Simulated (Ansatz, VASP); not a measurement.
# Two plane-wave programs on LiCl

File INCAR:

```
SYSTEM = LiCl
ALGO     = Normal         ! electronic algorithm
EDIFF    = 1E-7           ! SCF threshold, eV
ENCUT    = 520            ! plane-wave cutoff, eV
GGA      = PS             ! functional
ISIF     = 2              ! what is computed and relaxed
ISMEAR   = 0              ! smearing method
LASPH    = .TRUE.         ! aspherical terms in the spheres
LCHARG   = .FALSE.        ! write CHGCAR
LREAL    = .FALSE.        ! projectors in reciprocal space
LWAVE    = .FALSE.        ! write WAVECAR
NBANDS   = 12             ! bands
NELM     = 100            ! most SCF steps
PREC     = Accurate       ! precision mode
SIGMA    = 0.02           ! smearing width, eV
```

Contents of KPOINTS:

```
k-points
0
G
  8 8 8
  0 0 0
```

POSCAR

```
LiCl
1.0
    0.0000000000      2.5894586388      2.5894586388
    2.5894586388      0.0000000000      2.5894586388
    2.5894586388      2.5894586388      0.0000000000
Li Cl
1 1
Direct
    0.0000000000      0.0000000000      0.0000000000
    0.5000000000      0.5000000000      0.5000000000
```

Input for Ansatz:

```yaml
crystal:
  lattice:
    - [0.0, 2.5894586388, 2.5894586388]
    - [2.5894586388, 0.0, 2.5894586388]
    - [2.5894586388, 2.5894586388, 0.0]
  atoms:
    - { symbol: Li, position: [0.0, 0.0, 0.0] }
    - { symbol: Cl, position: [0.5, 0.5, 0.5] }
basis:
  ecutwfc: 420
kpoints:
  mp_grid: { grid: [8, 8, 8] }
hamiltonian:
  xc: pbesol
scf:
  occupations: { method: gaussian, width: 0.02 }
output:
  forces: true
  stress: true
  eigenvalues: true
```

Alike in both runs: task single point; functional PBEsol; k mesh 8 × 8 × 8; occupations gaussian, width 0.02 eV; no spin polarisation.

|  | VASP | Ansatz |
| --- | --- | --- |
| version | VASP 6.6.1 | Ansatz 0.2.0 |
| potentials or method | VASP PAW PBE potentials, release 64 (Li_sv, Cl), cutoff 520 eV | scalar-relativistic, plane waves, PAW |
| valence electrons in the cell | 10 | 10 |

```csv
,VASP,Ansatz,Ansatz less VASP
gap on the k mesh at the Fermi level (eV),5.98,5.97,-0.009
least direct gap on the mesh (eV),5.98,5.97,-0.009
```

VASP's potentials were made for PBE, not for PBEsol. With one functional, cell and mesh, what is left measures potentials, basis and numerics.

Noted on VASP's run: the cutoff is short for stress, so the pressure is rough.
